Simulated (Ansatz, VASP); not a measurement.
## Two plane-wave programs on Os

```
Os
1.0
     0.00000    1.92204    1.92204
     1.92204    0.00000    1.92204
     1.92204    1.92204    0.00000
Os
1
Direct
  0.62200 0.71500 0.96600
```

Alike in both runs: task single point; functional revPBE; k mesh 10 × 10 × 10; occupations gaussian, width 0.1 eV; no spin polarisation.

|  | VASP | Ansatz |
| --- | --- | --- |
| version | VASP 6.6.1 | Ansatz 0.2.0 |
| potentials or method | VASP PAW PBE potentials, release 64 (Os), cutoff 600 eV | scalar-relativistic, plane waves, PAW |
| valence electrons in the cell | 8 | 16 |

```tsv
	VASP	Ansatz	Ansatz less VASP
gap on the k mesh at the Fermi level (eV)	none	none	-
pressure (GPa)	7.2	7.2	+0.01
```

VASP's potentials were made for PBE, not for revPBE. A gap of «none» marks a metal or a gap that the smearing closes. VASP's potentials hold 8 valence electrons a cell and Ansatz's 16, so a difference there can come from the potentials and not from the codes.

Neither program's run includes spin-orbit coupling.
